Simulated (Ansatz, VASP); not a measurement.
# Ta: VASP beside Ansatz

```
Ta
1.0
     2.76018    0.00000    0.00000
     0.00000    2.76018    0.00000
     0.00000    0.00000    2.76018
Ta
1
Direct
  0.00000 0.00000 0.00000
```

Alike in both runs: task single point; functional RPBE; k mesh 13 × 13 × 13; occupations fermi-dirac, width 0.1 eV; no spin polarisation.

|  | VASP | Ansatz |
| --- | --- | --- |
| version | VASP 6.6.1 | Ansatz 0.2.0 |
| potentials or method | VASP PAW PBE potentials, release 64 (Ta_pv), cutoff 520 eV | plane waves (420 eV) with PAW, scalar-relativistic |
| valence electrons in the cell | 11 | 13 |

VASP gave:

```
pressure (GPa) : 0.1
```

Problem. Estimate Ansatz's values.

Solution. Pressure (GPa): 0.0.

VASP's potentials were made for PBE, not for RPBE. VASP's potentials hold 11 valence electrons a cell and Ansatz's 13, so a difference there can come from the potentials and not from the codes.

Spin-orbit coupling is off throughout.
